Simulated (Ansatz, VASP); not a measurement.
Two plane-wave programs on BaTe

Contents of INCAR:

```
PREC = Accurate ; ENCUT = 520
EDIFF = 1E-6 ; ISMEAR = -1
SIGMA = 0.02 ; LREAL = F
LASPH = T ; NELM = 80
ALGO = Normal ; ISIF = 2
LWAVE = F ; LCHARG = F
GGA = PE ; NBANDS = 15
```

KPOINTS

```
Automatic mesh
0
Gamma
  6 6 6
```

POSCAR

```
BaTe
1.0
    0.0452145516      3.5776013957      3.5776013957
    3.5776013957      0.0452145516      3.5776013957
    3.5776013957      3.5776013957      0.0452145516
Ba Te
1 1
Direct
    0.0000000000      0.0000000000      0.0000000000
    0.5000000000      0.5000000000      0.5000000000
```

Input for Ansatz:

```yaml
crystal:
  lattice:
    - [0.0452145516, 3.5776013957, 3.5776013957]
    - [3.5776013957, 0.0452145516, 3.5776013957]
    - [3.5776013957, 3.5776013957, 0.0452145516]
  atoms:
    - { symbol: Ba, position: [0.0, 0.0, 0.0] }
    - { symbol: Te, position: [0.5, 0.5, 0.5] }
kpoints:
  mp_grid: { grid: [6, 6, 6] }
  band_path:
    path:
      - [0.0, 0.0, 0.0]
      - [0.5, 0.0, 0.5]
      - [0.625, 0.25, 0.625]
      - [0.375, 0.375, 0.75]
      - [0.5, 0.5, 0.5]
      - [0.5, 0.25, 0.75]
      - [0.0, 0.5, 0.5]
    npoints: 1
hamiltonian:
  xc: pbe
scf:
  occupations: { method: fermi_dirac, width: 0.02 }
  n_extra_bands: 4
output:
  forces: true
  stress: true
  eigenvalues: true
```

Change from the starting cell: shear_111 strain +1.9%.

Alike in both runs: task single point; functional PBE; k mesh 6 × 6 × 6; occupations fermi-dirac, width 0.02 eV; no spin polarisation.

|  | VASP | Ansatz |
| --- | --- | --- |
| version | VASP 6.6.1 | Ansatz 0.2.0 |
| potentials or method | VASP PAW PBE potentials, release 64 (Ba_sv, Te) | plane waves, PAW |
| plane-wave cutoff (eV) | 520 | 420 |
| valence electrons in the cell | 16 | 26 |

Ansatz gave:

```
gap on the k mesh at the Fermi level (eV)                     : 1.67
pressure (GPa)                                                : -0.5
traceless stress, the component that is largest in VASP (GPa) : -0.15
```

Task: Which values does VASP return?

Result: gap on the k mesh at the Fermi level (eV): 1.59; pressure (GPa): -0.2; traceless stress, the component that is largest in VASP (GPa): -0.15.

VASP's potentials hold 16 valence electrons a cell and Ansatz's 26, so a difference there can come from the potentials and not from the codes.

Spin-orbit coupling is off throughout.
